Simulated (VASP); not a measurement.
# Be (Fm-3m) in VASP: further runs

Aim: see how the results for Be move with the level of theory and the settings. Levels: LDA, PBEsol. Tasks: single point.

All numbers are computed with VASP 6.6.1; they aren't measurements. Logs are shortened: lines on timing, memory, paths and dates and some standing lists are left out, and cuts for length are marked.

### 1 The cell of the first run

The structure is cubic, space group Fm-3m (No. 225). Conventional cell: a = 2.498 Å, b = 2.498 Å, c = 2.498 Å, α = 90.00°, β = 90.00°, γ = 90.00°. Within 2.3 Å of Be (site symmetry m-3m) lie 12 Be at 1.77 Å.

### 2 Single point, LDA (volume scaled by 0.52)

Input file INCAR:

```
SYSTEM = Be
PREC = Accurate
ENCUT = 520
EDIFF = 1E-6
ISMEAR = -1
SIGMA = 0.05
LREAL = .False.
LASPH = .True.
NELM = 100
ALGO = Normal
ISIF = 2
LWAVE = .False.
LCHARG = .False.
GGA = CA
NBANDS = 7
```

Input file KPOINTS:

```
Automatic mesh
0
Gamma
  21 21 21
  0 0 0
```

Input file POSCAR:

```
Be
1.0
    0.0000000000      1.2490967316      1.2490967316
    1.2490967316      0.0000000000      1.2490967316
    1.2490967316      1.2490967316      0.0000000000
Be
1
Direct
    0.0000000000      0.0000000000      0.0000000000
```

Potentials or basis: VASP PAW LDA potentials, release 64 (Be).

Command:

```sh
$ cat potpaw_LDA.64/Be/POTCAR > POTCAR
$ mpirun -np 1 vasp_std > vasp.out
```

OUTCAR:

```text
SYSTEM = Be
   PREC = Accurate
   ENCUT = 520
   EDIFF = 1E-6
   ISMEAR = -1
   LREAL = .False.
   LASPH = .True.
   NELM = 100
   ISIF = 2
   GGA = CA

 ion  position               nearest neighbor table
   1  0.000  0.000  0.000-

  LATTYP: Found a face centered cubic cell.
 ALAT       =     2.4981934632

  Lattice vectors:

 A1 = (   0.0000000000,   1.2490967316,   1.2490967316)
 A2 = (   1.2490967316,   0.0000000000,   1.2490967316)
 A3 = (   1.2490967316,   1.2490967316,   0.0000000000)

Analysis of symmetry for initial positions (statically):
=====================================================================
 Subroutine PRICEL returns:
 Original cell was already a primitive cell.

 Routine SETGRP: Setting up the symmetry group for a
 face centered cubic supercell.

 Subroutine GETGRP returns: Found 48 space group operations
 (whereof 48 operations were pure point group operations)
 out of a pool of 48 trial point group operations.

The static configuration has the point symmetry O_h .

Analysis of symmetry for dynamics (positions and initial velocities):
=====================================================================
 Subroutine PRICEL returns:
 Original cell was already a primitive cell.

 Routine SETGRP: Setting up the symmetry group for a
 face centered cubic supercell.

 Subroutine GETGRP returns: Found 48 space group operations
 (whereof 48 operations were pure point group operations)
 out of a pool of 48 trial point group operations.

The dynamic configuration has the point symmetry O_h .

 Subroutine INISYM returns: Found 48 space group operations
 (whereof 48 operations are pure point group operations),
 and found     1 'primitive' translations

----------------------------------------------------------------------------------------

                                     Primitive cell

  volume of cell :       3.8978

  direct lattice vectors                    reciprocal lattice vectors
     0.000000000  1.249096732  1.249096732    -0.400289255  0.400289255  0.400289255
     1.249096732  0.000000000  1.249096732     0.400289255 -0.400289255  0.400289255
     1.249096732  1.249096732  0.000000000     0.400289255  0.400289255 -0.400289255

  length of vectors
     1.766489539  1.766489539  1.766489539     0.693321327  0.693321327  0.693321327

  position of ions in fractional coordinates (direct lattice)
     0.000000000  0.000000000  0.000000000

  ion indices of the primitive-cell ions
   primitive index   ion index
                 1           1

----------------------------------------------------------------------------------------

 KPOINTS: Automatic mesh

Automatic generation of k-mesh.
 Grid dimensions read from file:
 generate k-points for:   21   21   21

 Generating k-lattice:

  Cartesian coordinates                     Fractional coordinates (reciprocal lattice)
    -0.019061393  0.019061393  0.019061393     0.047619048  0.000000000  0.000000000
     0.019061393 -0.019061393  0.019061393     0.000000000  0.047619048  0.000000000
     0.019061393  0.019061393 -0.019061393     0.000000000  0.000000000  0.047619048

  Length of vectors
     0.033015301  0.033015301  0.033015301

  Shift w.r.t. Gamma in fractional coordinates (k-lattice)
     0.000000000  0.000000000  0.000000000

 Subroutine IBZKPT returns following result:
 ===========================================

 Found    286 irreducible k-points:

 Following reciprocal coordinates:
            Coordinates               Weight
  0.000000  0.000000  0.000000      1.000000
  0.047619  0.000000  0.000000      8.000000
  0.095238  0.000000  0.000000      8.000000
  0.142857  0.000000  0.000000      8.000000
  0.190476  0.000000  0.000000      8.000000
  0.238095  0.000000  0.000000      8.000000
[... 16 lines left out ...]
 -0.428571  0.047619  0.000000     24.000000
 -0.380952  0.047619  0.000000     24.000000
 [... further k-points ...]
   k-points           NKPTS =    286   k-points in BZ     NKDIM =    286   number of bands    NBANDS=      7
   number of dos      NEDOS =    301   number of ions     NIONS =      1
   total plane-waves  NPLWV =   2744
   dimension x,y,z NGX =    14 NGY =   14 NGZ =   14
   dimension x,y,z NGXF=    28 NGYF=   28 NGZF=   28
   ions per type =               1
   NGX,Y,Z   is equivalent  to a cutoff of  13.18, 13.18, 13.18 a.u.
   NGXF,Y,Z  is equivalent  to a cutoff of  26.35, 26.35, 26.35 a.u.
 SYSTEM =  Be
   PREC   = accura    normal or accurate (medium, high low for compatibility)
   ISTART =      0    job   : 0-new  1-cont  2-samecut
   ICHARG =      2    charge: 1-file 2-atom 10-const
   ISPIN  =      1    spin polarized calculation?
   LNONCOLLINEAR =      F non collinear calculations
   LSORBIT =      F    spin-orbit coupling
   LASPH  =      T    aspherical Exc in radial PAW
   ENCUT  =  520.0 eV  38.22 Ry    6.18 a.u.   3.28  3.28  3.28*2*pi/ulx,y,z
   NELM   =    100;   NELMIN=  2; NELMDL= -5     # of ELM steps
   EDIFF  = 0.1E-05   stopping-criterion for ELM
   LREAL  =      F    real-space projection
   EDIFFG = 0.1E-04   stopping-criterion for IOM
   NSW    =      0    number of steps for IOM
   IBRION =     -1    ionic relax: 0-MD 1-quasi-New 2-CG
   NFREE  =      0    steps in history (QN), initial steepest desc. (CG)
   ISIF   =      2    stress and relaxation
   ISYM   =      2    0-nonsym 1-usesym 2-fastsym
   POTIM  = 0.5000    time-step for ionic-motion
   TEBEG  =    0.0;   TEEND  =   0.0 temperature during run
   PSTRESS=    0.0 pullay stress
   NELECT =       2.0000    total number of electrons
   NUPDOWN=      -1.0000    fix difference up-down
   EMIN   =  10.00;   EMAX   =-10.00  energy-range for DOS
   EFERMI =   0.00;   METHOD = LEGACY
   ISMEAR =    -1;   SIGMA  =   0.05  broadening in eV -4-tet -1-fermi 0-gaus
   EFERMI_NEDOS =   21; number of points for ismear=-14 and -15
   IALGO  =     38    algorithm
   IMIX   =      4    mixing-type and parameters
     AMIX     =   0.40;   BMIX     =  1.00
     AMIX_MAG =   1.60;   BMIX_MAG =  1.00
  volume/ion in A,a.u.               =       3.90        26.30
  Fermi-wavevector in a.u.,A,eV,Ry     =   1.310626  2.476724 23.371276  1.717740
  Thomas-Fermi vector in A             =   2.441143
   LORBIT       =      0    0 simple, 1 ext, 2 COOP (PROOUT), +10 PAW based schemes
   GGA     = CA    functional components
   LHFCALC =     F    Hartree Fock is set to
   AEXX    =    0.0000 exact exchange contribution
   IVDW    =     0    specifies the selected vdW correction
   LEPSILON=     F    determine dielectric tensor
   LRPA    =     F    only Hartree local field effects (RPA)
 non-spin polarized calculation
  energy-cutoff  :      520.00
  volume of cell :        3.90
 maximum number of plane-waves:       113
 NGX is ok and might be reduce to    14
   NGX =  7   NGY =  7   NGZ =  7

 number of electron       2.0000000 magnetization

 Free energy of the ion-electron system (eV)
  ---------------------------------------------------
  ext. energy  EPLUGINS =         0.00000000
  ---------------------------------------------------
  free energy    TOTEN  =        -2.34080854 eV

  energy without entropy =       -2.34061922  energy(sigma->0) =       -2.34071388

 E-fermi :  14.7246     XC(G=0): -13.2111

 val. band max:       14.6211258568   @ k =  -0.2857   0.4762   0.1905
 cond. band min:      14.8309387258   @ k =  -0.3810   0.3333   0.0000
 fundamental gap:      0.2098128690
 Fermi energy:        14.7246109498

 k-point     1 :       0.0000    0.0000    0.0000
  band No.  band energies     occupation
      1      -0.7006      2.00000
      2      48.0597      0.00000
      3      48.0597      0.00000
      4      48.0597      0.00000
      5      60.3578      0.00000
      6      60.3578      0.00000
      7      60.3578      0.00000

 k-point     2 :       0.0476    0.0000    0.0000
  band No.  band energies     occupation
      1      -0.6233      2.00000
      2      46.8462      0.00000
      3      47.7830      0.00000
      4      47.7830      0.00000
      5      58.8797      0.00000
      6      60.8504      0.00000
      7      60.8504      0.00000

 k-point     3 :       0.0952    0.0000    0.0000
  band No.  band energies     occupation
      1      -0.3901      2.00000
      2      43.7230      0.00000
      3      47.0846      0.00000
      4      47.0846      0.00000
      5      58.1950      0.00000
      6      62.1164      0.00000
      7      62.1164      0.00000

 k-point     4 :       0.1429    0.0000    0.0000
  band No.  band energies     occupation
      1       0.0013      2.00000
      2      39.7584      0.00000
      3      46.2097      0.00000
      4      46.2097      0.00000
      5      58.6310      0.00000
      6      63.5071      0.00000
      7      63.5071      0.00000

 k-point     5 :       0.1905    0.0000    0.0000
  band No.  band energies     occupation
      1       0.5534      2.00000
      2      35.6411      0.00000
      3      45.3409      0.00000
      4      45.3409      0.00000
      5      59.6558      0.00000
      6      63.6925      0.00000
      7      63.6925      0.00000
[... 161 lines left out ...]
 k-point    22 :      -0.4762    0.0476    0.0000
  band No.  band energies     occupation
      1       5.9100      2.00000
      2      18.3453      0.00000
      3      42.3335      0.00000
      4      42.4572      0.00000
      5      53.0671      0.00000
      6      56.3348      0.00000
      7      61.5741      0.00000

 k-point    23 :      -0.4286    0.0476    0.0000
  band No.  band energies     occupation
      1       5.4780      2.00000
      2      19.1738      0.00000
      3      41.9362      0.00000
      4      42.9984      0.00000
      5      53.7015      0.00000
      6      56.1794      0.00000
      7      61.9736      0.00000

 k-point    24 :      -0.3810    0.0476    0.0000
  band No.  band energies     occupation
      1       4.5995      2.00000
      2      21.0421      0.00000
      3      41.7140      0.00000
      4      43.6285      0.00000
      5      54.7057      0.00000
      6      56.5225      0.00000
      7      62.7426      0.00000

 [... further k-points ...]

------------------------ aborting loop because EDIFF is reached ----------------------------------------

  FORCE on cell =-STRESS in cart. coord.  units (eV):
  Direction    XX          YY          ZZ          XY          YZ          ZX
  --------------------------------------------------------------------------------------
  -------------------------------------------------------------------------------------
  Total        6.2629695      6.2629695      6.2629695      0.0000000      0.0000000     -0.0000000
  in kB     2574.3801033   2574.3801033   2574.3801033      0.0000000      0.0000000     -0.0000000
  external PRESSURE =    2574.3801033 kB  Pullay stress =       0.0000000 kB

 VOLUME and BASIS-vectors are now :
 -----------------------------------------------------------------------------
  energy-cutoff  :      520.00
  volume of cell :        3.90
      direct lattice vectors                 reciprocal lattice vectors
     0.000000000  1.249096732  1.249096732    -0.400289255  0.400289255  0.400289255
     1.249096732  0.000000000  1.249096732     0.400289255 -0.400289255  0.400289255
     1.249096732  1.249096732  0.000000000     0.400289255  0.400289255 -0.400289255

 POSITION                                       TOTAL-FORCE (eV/Angst)
 -----------------------------------------------------------------------------------
      0.00000      0.00000      0.00000        -0.000000     -0.000000     -0.000000
 -----------------------------------------------------------------------------------
    total drift:                               -0.000000      0.000000     -0.000000

  FREE ENERGIE OF THE ION-ELECTRON SYSTEM (eV)
  ---------------------------------------------------
  free  energy   TOTEN  =        -2.3408085413 eV

  energy  without entropy=       -2.3406192226  energy(sigma->0) =       -2.34071388
```

Wall time 9 s (1 thread of Intel Xeon 6975P-C, shared host); peak memory 0.11 GiB.

What came out:

* Free energy: -2.3408 eV
* Pressure: 257.4 GPa
* Band gap on the k mesh: zero (band 1 reaches 15.00 eV, above the bottom of band 2 at 14.20 eV)

Levels at points of the mesh, in eV from the Fermi level:
```tsv
k point	band 1	band 2	band 3	band 4
(0.00, 0.00, 0.00)	-15.43	33.34	33.34	33.34
```

(Continued in part 2 of 3.)
